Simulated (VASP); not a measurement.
# MoS2 (P6_3/mmc) in VASP: a series of runs

The runs below take MoS2 through single point, with r2SCAN.

Program: VASP 6.6.1. These are calculated values, not measurements. Logs are shortened: lines on timing, memory, paths and dates and some standing lists are left out, and cuts for length are marked.

### Step 1. The cell of the first run

The structure is hexagonal, space group P6_3/mmc (No. 194). Conventional cell: a = 3.173 Å, b = 3.173 Å, c = 12.436 Å, α = 90.00°, β = 90.00°, γ = 120.00°. Mo (site symmetry -6m2) has 6 S at 2.40 Å and 6 Mo at 3.17 Å within 3.2 Å. S (site symmetry 3m) has 3 Mo at 2.40 Å and 7 S at 3.11 to 3.17 Å within 3.2 Å.

### Step 2. Single point, r2SCAN

POSCAR

```
MoS2
1.0
    3.1730199293      0.0000000000      0.0000000000
   -1.5865099647      2.7479158655      0.0000000000
    0.0000000000      0.0000000000     12.4358959592
Mo S
2 4
Direct
    0.3333333333      0.6666666667      0.2500000000
    0.6666666667      0.3333333333      0.7500000000
    0.6666666667      0.3333333333      0.3750995322
    0.6666666667      0.3333333333      0.1249004678
    0.3333333333      0.6666666667      0.8750995322
    0.3333333333      0.6666666667      0.6249004678
```

INCAR.step1

```
ALGO = Normal ; EDIFF = 1E-4
ENCUT = 520 ; GGA = PE
ISMEAR = 0 ; LASPH = T
LCHARG = F ; LREAL = F
LWAVE = T ; NBANDS = 35
NELM = 100 ; PREC = Accurate
SIGMA = 0.01
```

INCAR.step2

```
ALGO = Normal ; EDIFF = 1E-7
ENCUT = 520 ; ISIF = 2
ISMEAR = 0 ; ISTART = 1
LASPH = T ; LCHARG = F
LMIXTAU = T ; LREAL = F
LWAVE = F ; METAGGA = R2SCAN
NBANDS = 35 ; NELM = 100
PREC = Accurate ; SIGMA = 0.01
```

KPOINTS

```
k-points
0
Gamma
  12 12 2
```

Potentials or basis: VASP PAW PBE potentials, release 64 (Mo_sv, S).

Run with:

```bash
$ cat potpaw_PBE.64/Mo_sv/POTCAR potpaw_PBE.64/S/POTCAR > POTCAR
$ cp INCAR.step1 INCAR
$ mpirun -np 1 vasp_std > vasp.out
$ cp INCAR.step2 INCAR
$ mpirun -np 1 vasp_std > vasp.out
```

OUTCAR:

```text
EDIFF = 1E-7
   ENCUT = 520
   ISIF = 2
   ISMEAR = 0
   ISTART = 1
   LASPH = T
   LREAL = F
   METAGGA = R2SCAN
   NELM = 100
   PREC = Accurate

 ion  position               nearest neighbor table
   1  0.333  0.667  0.250-   3 2.40   4 2.40   3 2.40   4 2.40   3 2.40   4 2.40
   2  0.667  0.333  0.750-   5 2.40   6 2.40   5 2.40   6 2.40   5 2.40   6 2.40
   3  0.667  0.333  0.375-   1 2.40   1 2.40   1 2.40
   4  0.667  0.333  0.125-   1 2.40   1 2.40   1 2.40
   5  0.333  0.667  0.875-   2 2.40   2 2.40   2 2.40
   6  0.333  0.667  0.625-   2 2.40   2 2.40   2 2.40

  LATTYP: Found a hexagonal cell.
 ALAT       =     3.1730199293
 C/A-ratio  =     3.9192618503

  Lattice vectors:

 A1 = (   3.1730199293,   0.0000000000,   0.0000000000)
 A2 = (  -1.5865099647,   2.7479158655,   0.0000000000)
 A3 = (   0.0000000000,   0.0000000000,  12.4358959592)

Analysis of symmetry for initial positions (statically):
=====================================================================
 Subroutine PRICEL returns:
 Original cell was already a primitive cell.

 Routine SETGRP: Setting up the symmetry group for a
 hexagonal supercell.

 Subroutine GETGRP returns: Found 24 space group operations
 (whereof 12 operations were pure point group operations)
 out of a pool of 24 trial point group operations.

The static configuration has the point symmetry D_3d.
 The point group associated with its full space group is D_6h.

Analysis of symmetry for dynamics (positions and initial velocities):
=====================================================================
 Subroutine PRICEL returns:
 Original cell was already a primitive cell.

 Routine SETGRP: Setting up the symmetry group for a
 hexagonal supercell.

 Subroutine GETGRP returns: Found 24 space group operations
 (whereof 12 operations were pure point group operations)
 out of a pool of 24 trial point group operations.

The dynamic configuration has the point symmetry D_3d.
 The point group associated with its full space group is D_6h.

 Subroutine INISYM returns: Found 24 space group operations
 (whereof 12 operations are pure point group operations),
 and found     1 'primitive' translations

----------------------------------------------------------------------------------------

                                     Primitive cell

  volume of cell :     108.4310

  direct lattice vectors                    reciprocal lattice vectors
     3.173019929  0.000000000  0.000000000     0.315157176  0.181956080  0.000000000
    -1.586509965  2.747915865  0.000000000     0.000000000  0.363912161  0.000000000
     0.000000000  0.000000000 12.435895959     0.000000000  0.000000000  0.080412381

  length of vectors
     3.173019929  3.173019929 12.435895959     0.363912161  0.363912161  0.080412381

  position of ions in fractional coordinates (direct lattice)
     0.333333333  0.666666667  0.250000000
     0.666666667  0.333333333  0.750000000
     0.666666667  0.333333333  0.375099532
     0.666666667  0.333333333  0.124900468
     0.333333333  0.666666667  0.875099532
     0.333333333  0.666666667  0.624900468

  ion indices of the primitive-cell ions
   primitive index   ion index
                 1           1
                 2           2
                 3           3
                 4           4
                 5           5
                 6           6

----------------------------------------------------------------------------------------

 KPOINTS: k-points

Automatic generation of k-mesh.
 Grid dimensions read from file:
 generate k-points for:   12   12    2

 Generating k-lattice:

  Cartesian coordinates                     Fractional coordinates (reciprocal lattice)
     0.026263098  0.015163007  0.000000000     0.083333333  0.000000000  0.000000000
     0.000000000  0.030326013  0.000000000     0.000000000  0.083333333  0.000000000
     0.000000000  0.000000000  0.040206190     0.000000000  0.000000000  0.500000000

  Length of vectors
     0.030326013  0.030326013  0.040206190

[... 45 lines left out ...]

 number of electron      51.9999999 magnetization

 Free energy of the ion-electron system (eV)
  ---------------------------------------------------
  ext. energy  EPLUGINS =         0.00000000
  ---------------------------------------------------
  free energy    TOTEN  =       -90.06136365 eV

  energy without entropy =      -90.06136365  energy(sigma->0) =      -90.06136365

 E-fermi :   7.3629     XC(G=0): -11.4099

 val. band max:        7.2282863715   @ k =   0.0000   0.0000   0.0000
 cond. band min:       8.2829963858   @ k =   0.1667   0.1667   0.0000
 fundamental gap:      1.0547100142
 Fermi energy:         7.3629398412

 k-point     1 :       0.0000    0.0000    0.0000
  band No.  band energies     occupation
      1     -56.2571      2.00000
      2     -56.2571      2.00000
      3     -29.6774      2.00000
      4     -29.6773      2.00000
      5     -29.4556      2.00000
      6     -29.4556      2.00000
[... 27 lines left out ...]
     34       9.8145      0.00000
     35      13.3067      0.00000

 k-point     2 :       0.0833    0.0000    0.0000
  band No.  band energies     occupation
      1     -56.2543      2.00000
      2     -56.2543      2.00000
      3     -29.6716      2.00000
      4     -29.6716      2.00000
      5     -29.4840      2.00000
      6     -29.4840      2.00000
[... 27 lines left out ...]
     34       9.7081      0.00000
     35      13.8033      0.00000

 k-point     3 :       0.1667    0.0000    0.0000
  band No.  band energies     occupation
      1     -56.2463      2.00000
      2     -56.2463      2.00000
      3     -29.6560      2.00000
      4     -29.6559      2.00000
      5     -29.5610      2.00000
      6     -29.5610      2.00000
[... 27 lines left out ...]
     34      10.1743      0.00000
     35      14.8316      0.00000
[... 723 lines left out ...]
 k-point    23 :       0.2500    0.0000    0.5000
  band No.  band energies     occupation
      1     -56.2355      2.00000
      2     -56.2355      2.00000
      3     -29.6648      2.00000
      4     -29.6648      2.00000
      5     -29.6345      2.00000
      6     -29.6345      2.00000
[... 27 lines left out ...]
     34      10.5667      0.00000
     35      15.1845      0.00000

 k-point    24 :       0.3333    0.0000    0.5000
  band No.  band energies     occupation
      1     -56.2247      2.00000
      2     -56.2247      2.00000
      3     -29.7670      2.00000
      4     -29.7670      2.00000
      5     -29.6130      2.00000
      6     -29.6130      2.00000
[... 27 lines left out ...]
     34      10.8889      0.00000
     35      14.4569      0.00000

 [... further k-points ...]

------------------------ aborting loop because EDIFF is reached ----------------------------------------

  FORCE on cell =-STRESS in cart. coord.  units (eV):
  Direction    XX          YY          ZZ          XY          YZ          ZX
  --------------------------------------------------------------------------------------
  -------------------------------------------------------------------------------------
  Total        0.8693496      0.8693496      0.7083343     -0.0000000     -0.0000000      0.0000000
  in kB       12.8455208     12.8455208     10.4663571     -0.0000000     -0.0000000      0.0000000
  external PRESSURE =      12.0524663 kB  Pullay stress =       0.0000000 kB

 VOLUME and BASIS-vectors are now :
 -----------------------------------------------------------------------------
  energy-cutoff  :      520.00
  volume of cell :      108.43
      direct lattice vectors                 reciprocal lattice vectors
     3.173019929  0.000000000  0.000000000     0.315157176  0.181956080  0.000000000
    -1.586509965  2.747915865  0.000000000     0.000000000  0.363912161  0.000000000
     0.000000000  0.000000000 12.435895959     0.000000000  0.000000000  0.080412381

 POSITION                                       TOTAL-FORCE (eV/Angst)
 -----------------------------------------------------------------------------------
     -0.00000      1.83194      3.10897         0.000000     -0.000000      0.000000
      1.58651      0.91597      9.32692        -0.000000      0.000000      0.000000
      1.58651      0.91597      4.66470         0.000000      0.000000     -0.050568
      1.58651      0.91597      1.55325         0.000000     -0.000000      0.050568
     -0.00000      1.83194     10.88265        -0.000000      0.000000     -0.050568
     -0.00000      1.83194      7.77120        -0.000000     -0.000000      0.050568
 -----------------------------------------------------------------------------------
    total drift:                               -0.000000      0.000000     -0.000000

  FREE ENERGIE OF THE ION-ELECTRON SYSTEM (eV)
  ---------------------------------------------------
  free  energy   TOTEN  =       -90.0613636481 eV

  energy  without entropy=      -90.0613636481  energy(sigma->0) =      -90.06136365
```

Wall time 13 min (1 thread of AMD EPYC 7R43 (Zen 3), shared host); peak memory 0.26 GiB.

Results:

- Free energy: -90.0614 eV
- Pressure: 1.2 GPa
- Largest force: 0.051 eV/Å
- Band gap on the k mesh: 1.05 eV (least direct gap 1.75 eV)

Forces in eV/Å, atoms in the order of the input:
```
Mo   0.000  0.000  0.000
Mo   0.000  0.000  0.000
S    0.000  0.000 -0.051
S    0.000  0.000  0.051
S    0.000  0.000 -0.051
S    0.000  0.000  0.051
```

Stress tensor (GPa, compression positive):
```
1.28 0.00 0.00
0.00 1.28 0.00
0.00 0.00 1.05
```

Levels at points of the mesh, in eV from the valence-band top:
| k point | band 22 | band 23 | band 24 | band 25 | band 26 | band 27 | band 28 | band 29 | band 30 | band 31 |
| --- | --- | --- | --- | --- | --- | --- | --- | --- | --- | --- |
| (0.00, 0.00, 0.00) | -2.31 | -2.31 | -1.37 | -1.11 | 0.00 | 2.25 | 2.25 | 2.27 | 2.27 | 2.43 |
| (0.50, 0.00, 0.00) | -2.63 | -1.88 | -1.71 | -1.43 | -1.32 | 1.70 | 1.75 | 2.13 | 2.37 | 3.18 |
| (0.00, 0.00, 0.50) | -2.33 | -2.33 | -2.33 | -0.29 | -0.29 | 2.26 | 2.26 | 2.26 | 2.26 | 2.52 |
| (0.50, 0.00, 0.50) | -2.75 | -1.79 | -1.79 | -1.37 | -1.37 | 1.72 | 1.72 | 2.26 | 2.26 | 3.52 |

Caveat: the PAW data sets were made with another functional, which shifts forces and pressure a little.

### Step 3. Single point, r2SCAN (uniaxial z strain +1.0%)

POSCAR

```
MoS2
1.0
    3.1730199293      0.0000000000      0.0000000000
   -1.5865099647      2.7479158655      0.0000000000
    0.0000000000      0.0000000000     12.5602549188
Mo S
2 4
Direct
    0.3333333333      0.6666666667      0.2500000000
    0.6666666667      0.3333333333      0.7500000000
    0.6666666667      0.3333333333      0.3739352906
    0.6666666667      0.3333333333      0.1260647094
    0.3333333333      0.6666666667      0.8739352906
    0.3333333333      0.6666666667      0.6260647094
```

INCAR.step1

```
SYSTEM = MoS2
PREC = Accurate
ENCUT = 520
ISMEAR = 0
SIGMA = 0.01
LREAL = .False.
LASPH = .True.
NELM = 80
NBANDS = 35
GGA = PE
ALGO = Normal
EDIFF = 1E-4
LWAVE = .True.
LCHARG = .False.
```

INCAR.step2

```
SYSTEM = MoS2
PREC = Accurate
ENCUT = 520
EDIFF = 1E-6
ISMEAR = 0
SIGMA = 0.01
LREAL = .False.
LASPH = .True.
NELM = 80
ALGO = Normal
ISIF = 2
LWAVE = .False.
LCHARG = .False.
METAGGA = R2SCAN
LMIXTAU = .True.
NBANDS = 35
ISTART = 1
```

KPOINTS

```
Automatic mesh
0
Gamma
  12 12 2
  0 0 0
```

Potentials or basis: VASP PAW PBE potentials, release 64 (Mo_sv, S).

Run with:

```bash
$ cat potpaw_PBE.64/Mo_sv/POTCAR potpaw_PBE.64/S/POTCAR > POTCAR
$ cp INCAR.step1 INCAR
$ mpirun -np 1 vasp_std > vasp.out
$ cp INCAR.step2 INCAR
$ mpirun -np 1 vasp_std > vasp.out
```

Wall time 9.3 min (1 thread of AMD EPYC 7R43 (Zen 3), shared host); peak memory 0.26 GiB.

It converged, with:

| Property | Result |
| --- | --- |
| Free energy | -90.0701 eV |
| Pressure | 1.0 GPa |
| Largest force | 0.049 eV/Å |
| Band gap on the k mesh | 1.11 eV (least direct gap 1.76 eV) |

Forces on the atoms (eV/Å):
```
Mo   0.000  0.000  0.000
Mo   0.000  0.000  0.000
S    0.000  0.000 -0.049
S    0.000  0.000  0.049
S    0.000  0.000 -0.049
S    0.000  0.000  0.049
```

Stress tensor (GPa, compression positive):
```
1.18 0.00 0.00
0.00 1.18 0.00
0.00 0.00 0.60
```

Levels at points of the mesh, in eV from the valence-band top:
```
           k point  band 22  band 23  band 24  band 25  band 26  band 27  band 28  band 29  band 30  band 31
(0.00, 0.00, 0.00)    -2.26    -2.26    -1.41    -1.06     0.00     2.29     2.29     2.32     2.32     2.48
(0.50, 0.00, 0.00)    -2.60    -1.82    -1.67    -1.38    -1.28     1.75     1.78     2.18     2.40     3.23
(0.00, 0.00, 0.50)    -2.28    -2.28    -2.28    -0.29    -0.29     2.30     2.30     2.30     2.30     2.56
(0.50, 0.00, 0.50)    -2.70    -1.75    -1.75    -1.32    -1.32     1.76     1.76     2.30     2.30     3.56
```

Caveat: the cell differs from its parent crystal (uniaxial z strain +1.0%); the PAW data sets were made with another functional, which shifts forces and pressure a little. A k mesh can miss the band edges.

### Step 4. Single point, r2SCAN (uniaxial z strain +2.0%)

POSCAR

```
MoS2
1.0
    3.1730199293      0.0000000000      0.0000000000
   -1.5865099647      2.7479158655      0.0000000000
    0.0000000000      0.0000000000     12.6846138784
Mo S
2 4
Direct
    0.3333333333      0.6666666667      0.2500000000
    0.6666666667      0.3333333333      0.7500000000
    0.6666666667      0.3333333333      0.3727701641
    0.6666666667      0.3333333333      0.1272298359
    0.3333333333      0.6666666667      0.8727701641
    0.3333333333      0.6666666667      0.6272298359
```

INCAR.step1

```
SYSTEM = MoS2
  PREC = Accurate
  ENCUT = 520
  ISMEAR = 0
  SIGMA = 0.01
  LREAL = .False.
  LASPH = .True.
  NELM = 80
  NBANDS = 35
  GGA = PE
  ALGO = Normal
  EDIFF = 1E-4
  LWAVE = .True.
  LCHARG = .False.
```

INCAR.step2

```
SYSTEM = MoS2
  PREC = Accurate
  ENCUT = 520
  EDIFF = 1E-7
  ISMEAR = 0
  SIGMA = 0.01
  LREAL = .False.
  LASPH = .True.
  NELM = 80
  ALGO = Normal
  ISIF = 2
  LWAVE = .False.
  LCHARG = .True.
  METAGGA = R2SCAN
  LMIXTAU = .True.
  LELF = .True.
  LVHAR = .True.
  NBANDS = 35
  ISTART = 1
```

KPOINTS is that of step 3.

Run with:

```bash
$ cat potpaw_PBE.64/Mo_sv/POTCAR potpaw_PBE.64/S/POTCAR > POTCAR
$ cp INCAR.step1 INCAR
$ mpirun -np 1 vasp_std > vasp.out
$ cp INCAR.step2 INCAR
$ mpirun -np 1 vasp_std > vasp.out
```

Wall time 11 min (1 thread of AMD EPYC 7R43 (Zen 3), shared host); peak memory 0.27 GiB.

Results (log left out):

| Quantity | Value |
| --- | --- |
| Free energy | -90.0761 eV |
| Pressure | 0.8 GPa |
| Largest force | 0.045 eV/Å |
| Band gap on the k mesh | 1.16 eV (least direct gap 1.76 eV) |

Forces in eV/Å, atoms in the order of the input:
```
Mo   0.000  0.000  0.000
Mo   0.000  0.000  0.000
S    0.000  0.000 -0.045
S    0.000  0.000  0.045
S    0.000  0.000 -0.045
S    0.000  0.000  0.045
```

Stress tensor (GPa, compression positive):
```
1.10 0.00 0.00
0.00 1.10 0.00
0.00 0.00 0.26
```

Levels at points of the mesh, in eV from the valence-band top:
```csv
k point,band 24,band 25,band 26,band 27,band 28,band 29
"(0.00, 0.00, 0.00)",-1.45,-1.02,0.00,2.34,2.34,2.36
"(0.50, 0.00, 0.00)",-1.64,-1.33,-1.25,1.79,1.82,2.22
"(0.00, 0.00, 0.50)",-2.24,-0.29,-0.29,2.34,2.34,2.34
"(0.50, 0.00, 0.50)",-1.70,-1.28,-1.28,1.80,1.80,2.33
```

Caveat: the cell differs from its parent crystal (uniaxial z strain +2.0%); the PAW data sets were made with another functional, which shifts forces and pressure a little. A k mesh can miss the band edges.

### Step 5. Single point, r2SCAN (uniaxial z strain +3.0%)

POSCAR

```
MoS2
1.0
    3.1730199293      0.0000000000      0.0000000000
   -1.5865099647      2.7479158655      0.0000000000
    0.0000000000      0.0000000000     12.8089728380
Mo S
2 4
Direct
    0.3333333333      0.6666666667      0.2500000000
    0.6666666667      0.3333333333      0.7500000000
    0.6666666667      0.3333333333      0.3716437294
    0.6666666667      0.3333333333      0.1283562706
    0.3333333333      0.6666666667      0.8716437294
    0.3333333333      0.6666666667      0.6283562706
```

INCAR.step1

```
PREC = Accurate
ENCUT = 520
ISMEAR = 0
SIGMA = 0.01
LREAL = F
LASPH = T
NELM = 60
NBANDS = 35
GGA = PE
ALGO = Normal
EDIFF = 1E-4
LWAVE = T
LCHARG = F
```

INCAR.step2

```
PREC = Accurate
ENCUT = 520
EDIFF = 1E-6
ISMEAR = 0
SIGMA = 0.01
LREAL = F
LASPH = T
NELM = 60
ALGO = Normal
ISIF = 2
LWAVE = F
LCHARG = T
METAGGA = R2SCAN
LMIXTAU = T
LELF = T
LVHAR = T
NBANDS = 35
ISTART = 1
```

KPOINTS

```
Automatic mesh
0
Gamma
  12 12 2
```

Run with:

```bash
$ cat potpaw_PBE.64/Mo_sv/POTCAR potpaw_PBE.64/S/POTCAR > POTCAR
$ cp INCAR.step1 INCAR
$ mpirun -np 1 vasp_std > vasp.out
$ cp INCAR.step2 INCAR
$ mpirun -np 1 vasp_std > vasp.out
```

It took 11 min on 1 thread of AMD EPYC 7R43 (Zen 3), shared host; peak memory 0.27 GiB.

It converged, with:

| Quantity | Value |
| --- | --- |
| Free energy | -90.0797 eV |
| Pressure | 0.6 GPa |
| Largest force | 0.048 eV/Å |
| Band gap on the k mesh | 1.21 eV (least direct gap 1.77 eV) |

Forces on the atoms (eV/Å):
```
Mo   0.000  0.000  0.000
Mo   0.000  0.000  0.000
S    0.000  0.000 -0.048
S    0.000  0.000  0.048
S    0.000  0.000 -0.048
S    0.000  0.000  0.048
```

Stress tensor (GPa, compression positive):
```
 1.01  0.00  0.00
 0.00  1.01  0.00
 0.00  0.00 -0.08
```

Levels at points of the mesh, in eV from the valence-band top:
```tsv
k point	band 22	band 23	band 24	band 25	band 26	band 27	band 28	band 29	band 30	band 31
(0.00, 0.00, 0.00)	-2.19	-2.19	-1.49	-0.97	0.00	2.38	2.38	2.39	2.39	2.57
(0.50, 0.00, 0.00)	-2.54	-1.72	-1.60	-1.28	-1.21	1.83	1.86	2.27	2.46	3.32
(0.00, 0.00, 0.50)	-2.20	-2.20	-2.20	-0.29	-0.29	2.38	2.38	2.38	2.38	2.63
(0.50, 0.00, 0.50)	-2.62	-1.66	-1.66	-1.24	-1.24	1.84	1.84	2.37	2.37	3.62
```

Caveat: the cell differs from its parent crystal (uniaxial z strain +3.0%); the PAW data sets were made with another functional, which shifts forces and pressure a little. A k mesh can miss the band edges.

### Step 6. Summary

| cell | gap on the mesh (eV) | pressure (GPa) | largest force (eV/Å) |
| --- | --- | --- | --- |
| a = 3.173, b = 3.173, c = 12.436 Å, angles 90.0, 90.0, 120.0°, 6 atoms, atomic positions A | 1.05 | 1.2 | 0.05 |
| a = 3.173, b = 3.173, c = 12.560 Å, angles 90.0, 90.0, 120.0°, 6 atoms, atomic positions B | 1.11 | 1.0 | 0.05 |
| a = 3.173, b = 3.173, c = 12.685 Å, angles 90.0, 90.0, 120.0°, 6 atoms, atomic positions C | 1.16 | 0.8 | 0.04 |
| a = 3.173, b = 3.173, c = 12.809 Å, angles 90.0, 90.0, 120.0°, 6 atoms, atomic positions D | 1.21 | 0.6 | 0.05 |

Alike in all rows: task single point; level r2SCAN; potentials or basis VASP PAW PBE potentials, release 64 (Mo_sv, S); no spin polarisation; k mesh 12 × 12 × 2; cutoff (eV) 520; smearing gaussian 0.01 eV.

Caveats: the PAW data sets were made with another functional, which shifts forces and pressure a little.

Absolute energies hang on the potentials; compare differences alone.
